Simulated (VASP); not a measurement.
# TiN (Fm-3m) in VASP: single point with r2SCAN

Aim: the single point of TiN with r2SCAN.

Everything below comes from runs of VASP 6.6.1. Logs are shortened: lines on timing, memory, paths and dates and some standing lists are left out, and cuts for length are marked.

## 1. The cell of the first run

It takes space group Fm-3m (No. 225, cubic). The conventional cell has a = 4.233 Å, b = 4.233 Å, c = 4.233 Å, α = 90.00°, β = 90.00°, γ = 90.00°. Within 2.8 Å of Ti (site symmetry m-3m) lie 6 N at 2.12 Å. Within 2.8 Å of N (site symmetry m-3m) lie 6 Ti at 2.12 Å.

## 2. Single point, r2SCAN

POSCAR reads:

```
TiN
1.0
    0.0000000000      2.1167143869      2.1167143869
    2.1167143869      0.0000000000      2.1167143869
    2.1167143869      2.1167143869      0.0000000000
Ti N
1 1
Direct
    0.0000000000      0.0000000000      0.0000000000
    0.5000000000      0.5000000000      0.5000000000
```

INCAR.step1 reads:

```
SYSTEM = TiN
PREC = Accurate
ENCUT = 910
ISMEAR = 0
SIGMA = 0.1
LREAL = .FALSE.
LASPH = .TRUE.
NELM = 120
NBANDS = 16
GGA = PE
ALGO = Normal
EDIFF = 1E-5
LWAVE = .TRUE.
LCHARG = .FALSE.
GGA_COMPAT = .FALSE.
```

INCAR.step2 reads:

```
SYSTEM = TiN
PREC = Accurate
ENCUT = 910
EDIFF = 1E-6
ISMEAR = 0
SIGMA = 0.1
LREAL = .FALSE.
LASPH = .TRUE.
NELM = 120
ALGO = Normal
ISIF = 2
LWAVE = .FALSE.
LCHARG = .FALSE.
METAGGA = R2SCAN
LMIXTAU = .TRUE.
NBANDS = 16
ISTART = 1
GGA_COMPAT = .FALSE.
```

KPOINTS reads:

```
regular mesh
0
G
  14 14 14
  0 0 0
```

Potentials or basis: VASP PAW PBE potentials, release 64 (Ti_sv, N_h).

Command:

```bash
$ cat potpaw_PBE.64/Ti_sv/POTCAR potpaw_PBE.64/N_h/POTCAR > POTCAR
$ cp INCAR.step1 INCAR
$ mpirun -np 1 vasp_std > vasp.out
$ cp INCAR.step2 INCAR
$ mpirun -np 1 vasp_std > vasp.out
```

OUTCAR:

```text
SYSTEM = TiN
   PREC = Accurate
   ENCUT = 910
   EDIFF = 1E-6
   ISMEAR = 0
   LREAL = .FALSE.
   LASPH = .TRUE.
   NELM = 120
   ISIF = 2
   METAGGA = R2SCAN
   ISTART = 1

 ion  position               nearest neighbor table
   1  0.000  0.000  0.000-   2 2.12   2 2.12   2 2.12   2 2.12   2 2.12   2 2.12
   2  0.500  0.500  0.500-   1 2.12   1 2.12   1 2.12   1 2.12   1 2.12   1 2.12

  LATTYP: Found a face centered cubic cell.
 ALAT       =     4.2334287738

  Lattice vectors:

 A1 = (   0.0000000000,   2.1167143869,   2.1167143869)
 A2 = (   2.1167143869,   0.0000000000,   2.1167143869)
 A3 = (   2.1167143869,   2.1167143869,   0.0000000000)

Analysis of symmetry for initial positions (statically):
=====================================================================
 Subroutine PRICEL returns:
 Original cell was already a primitive cell.

 Routine SETGRP: Setting up the symmetry group for a
 face centered cubic supercell.

 Subroutine GETGRP returns: Found 48 space group operations
 (whereof 48 operations were pure point group operations)
 out of a pool of 48 trial point group operations.

The static configuration has the point symmetry O_h .

Analysis of symmetry for dynamics (positions and initial velocities):
=====================================================================
 Subroutine PRICEL returns:
 Original cell was already a primitive cell.

 Routine SETGRP: Setting up the symmetry group for a
 face centered cubic supercell.

 Subroutine GETGRP returns: Found 48 space group operations
 (whereof 48 operations were pure point group operations)
 out of a pool of 48 trial point group operations.

The dynamic configuration has the point symmetry O_h .

 Subroutine INISYM returns: Found 48 space group operations
 (whereof 48 operations are pure point group operations),
 and found     1 'primitive' translations

----------------------------------------------------------------------------------------

                                     Primitive cell

  volume of cell :      18.9678

  direct lattice vectors                    reciprocal lattice vectors
     0.000000000  2.116714387  2.116714387    -0.236215147  0.236215147  0.236215147
     2.116714387  0.000000000  2.116714387     0.236215147 -0.236215147  0.236215147
     2.116714387  2.116714387  0.000000000     0.236215147  0.236215147 -0.236215147

  length of vectors
     2.993486194  2.993486194  2.993486194     0.409136636  0.409136636  0.409136636

  position of ions in fractional coordinates (direct lattice)
     0.000000000  0.000000000  0.000000000
     0.500000000  0.500000000  0.500000000

[... 79 lines left out ...]
   NSW    =      0    number of steps for IOM
   IBRION =     -1    ionic relax: 0-MD 1-quasi-New 2-CG
   NFREE  =      0    steps in history (QN), initial steepest desc. (CG)
   ISIF   =      2    stress and relaxation
   ISYM   =      2    0-nonsym 1-usesym 2-fastsym
   POTIM  = 0.5000    time-step for ionic-motion
   TEBEG  =    0.0;   TEEND  =   0.0 temperature during run
   PSTRESS=    0.0 pullay stress
   NELECT =      17.0000    total number of electrons
   NUPDOWN=      -1.0000    fix difference up-down
   EMIN   =  10.00;   EMAX   =-10.00  energy-range for DOS
   EFERMI =   0.00;   METHOD = LEGACY
   ISMEAR =     0;   SIGMA  =   0.10  broadening in eV -4-tet -1-fermi 0-gaus
   EFERMI_NEDOS =   21; number of points for ismear=-14 and -15
   IALGO  =     38    algorithm
   IMIX   =      4    mixing-type and parameters
     AMIX     =   0.40;   BMIX     =  1.00
     AMIX_MAG =   1.60;   BMIX_MAG =  1.00
  volume/ion in A,a.u.               =       9.48        64.00
  Fermi-wavevector in a.u.,A,eV,Ry     =   1.578407  2.982756 33.897110  2.491367
  Thomas-Fermi vector in A             =   2.678942
   LORBIT       =      0    0 simple, 1 ext, 2 COOP (PROOUT), +10 PAW based schemes
   METAGGA = R2SCAN    functional components
   LHFCALC =     F    Hartree Fock is set to
   AEXX    =    0.0000 exact exchange contribution
   IVDW    =     0    specifies the selected vdW correction
   LEPSILON=     F    determine dielectric tensor
   LRPA    =     F    only Hartree local field effects (RPA)
 non-spin polarized calculation
 Gauss-broadening in eV      SIGMA  =   0.10
  energy-cutoff  :      910.00
  volume of cell :       18.97
 maximum number of plane-waves:      1243
 NGX is ok and might be reduce to    30
   NGX = 15   NGY = 15   NGZ = 15

 number of electron      17.0000000 magnetization

 Free energy of the ion-electron system (eV)
  ---------------------------------------------------
  ext. energy  EPLUGINS =         0.00000000
  ---------------------------------------------------
  free energy    TOTEN  =       -26.01443766 eV

  energy without entropy =      -26.00951069  energy(sigma->0) =      -26.01197417

 E-fermi :  12.1026     XC(G=0): -13.9033

 val. band max:       12.0980995448   @ k =   0.2857   0.0714   0.0000
 cond. band min:      12.1163052201   @ k =   0.5000   0.2857   0.1429
 fundamental gap:      0.0182056753
 Fermi energy:        12.1026289840

 k-point     1 :       0.0000    0.0000    0.0000
  band No.  band energies     occupation
      1     -48.2697      2.00000
      2     -23.2037      2.00000
      3     -23.2037      2.00000
      4     -23.2037      2.00000
      5      -6.2090      2.00000
      6       9.7000      2.00000
[... 433 lines left out ...]
      3     -23.2787      2.00000
      4     -23.2670      2.00000
      5      -5.0676      2.00000
      6       5.7191      2.00000
[... 8 lines left out ...]
     15      25.8978      0.00000
     16      29.5866      0.00000

 [... further k-points ...]

------------------------ aborting loop because EDIFF is reached ----------------------------------------

  FORCE on cell =-STRESS in cart. coord.  units (eV):
  Direction    XX          YY          ZZ          XY          YZ          ZX
  --------------------------------------------------------------------------------------
  -------------------------------------------------------------------------------------
  Total        0.1454182      0.1454182      0.1454182      0.0000000      0.0000000     -0.0000000
  in kB       12.2832268     12.2832268     12.2832268      0.0000000      0.0000000     -0.0000000
  external PRESSURE =      12.2832268 kB  Pullay stress =       0.0000000 kB

 VOLUME and BASIS-vectors are now :
 -----------------------------------------------------------------------------
  energy-cutoff  :      910.00
  volume of cell :       18.97
      direct lattice vectors                 reciprocal lattice vectors
     0.000000000  2.116714387  2.116714387    -0.236215147  0.236215147  0.236215147
     2.116714387  0.000000000  2.116714387     0.236215147 -0.236215147  0.236215147
     2.116714387  2.116714387  0.000000000     0.236215147  0.236215147 -0.236215147

 POSITION                                       TOTAL-FORCE (eV/Angst)
 -----------------------------------------------------------------------------------
      0.00000      0.00000      0.00000        -0.000000     -0.000000      0.000000
      2.11671      2.11671      2.11671         0.000000      0.000000     -0.000000
 -----------------------------------------------------------------------------------
    total drift:                               -0.000000      0.000000      0.000000

  FREE ENERGIE OF THE ION-ELECTRON SYSTEM (eV)
  ---------------------------------------------------
  free  energy   TOTEN  =       -26.0144376568 eV

  energy  without entropy=      -26.0095106860  energy(sigma->0) =      -26.01197417
```

Wall time 2.5 min (1 thread of Intel Xeon 6975P-C (Granite Rapids), shared host); peak memory 0.22 GiB.

Results:

| Item | Value |
| --- | --- |
| Free energy | -26.0144 eV |
| Pressure | 1.2 GPa |
| Band gap on the k mesh | zero (an odd number of electrons rules out a gap without spin polarisation) |

Caveat: the cutoff is under 1.25 times the usual one of these potentials, so pressure, stress and relaxed cells hold a basis-set (Pulay) error; the PAW data sets were made with another functional, which shifts forces and pressure a little.
